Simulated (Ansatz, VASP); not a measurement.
Ti in VASP and in Ansatz

```xyz
1
Lattice="0.0000 2.2053 1.7201 2.2053 0.0000 1.7201 2.2053 2.2053 0.0000" Properties=species:S:1:pos:R:3 pbc="T T T"
Ti    0.0000    0.0000    0.0000
```

Alike in both runs: task single point; functional PBEsol; k mesh 22 × 22 × 22; occupations gaussian, width 0.15 eV; no spin polarisation.

```csv
,VASP,Ansatz
version,VASP 6.6.1,Ansatz 0.2.0
potentials or method,"VASP PAW PBE potentials, release 64 (Ti_sv), cutoff 520 eV","scalar-relativistic, plane waves, PAW"
valence electrons in the cell,12,12
```

```csv
,VASP,Ansatz,Ansatz less VASP
gap on the k mesh at the Fermi level (eV),none,none,-
pressure (GPa),-1.2,-1.0,+0.30
"traceless stress, the component that is largest in VASP (GPa)",1.17,1.17,+0.002
```

VASP's potentials were made for PBE, not for PBEsol. A gap of «none» marks a metal or a gap that the smearing closes. The functional is the same, so the differences come from potentials, cutoffs and numerics.
